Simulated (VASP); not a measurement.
Re, 2 atoms in the cell. Symmetry: P6_3/mmc, No. 194, hexagonal system. Conventional cell: a = 2.739 Å, b = 2.739 Å, c = 4.412 Å, α = 90.00°, β = 90.00°, γ = 120.00°. Re (site symmetry -6m2) has 12 Re at 2.71 to 2.74 Å within 3.6 Å. 

| Item | Value |
| --- | --- |
| Program | VASP 6.6.1 |
| Task | single point |
| Functional | LDA |
| Potentials or basis | VASP PAW LDA potentials, release 64 (Re) |
| Cutoff | 600 eV |
| k mesh | 13 × 13 × 7 |
| Occupations | methfessel-paxton, width 0.03 eV |
| Spin | no spin polarisation |
| Dipole correction | no |
| Further INCAR settings | ALGO = Normal; EDIFF = 1e-06; NBANDS = 14 |

Potentials or basis: VASP PAW LDA potentials, release 64 (Re).

Run with:

```console
$ cat potpaw_LDA.64/Re/POTCAR > POTCAR
$ mpirun -np 1 vasp_std > vasp.out
```

Hardware: 1 thread of Intel(R) Xeon(R) 6975P-C (Granite Rapids), on a shared host.

Task: How long does it take, and how much memory?

Result: It took 14 s on 1 thread of Intel(R) Xeon(R) 6975P-C (Granite Rapids), on a shared host, peak memory 0.16 GiB. Counts: scf iterations 11, k points 84.
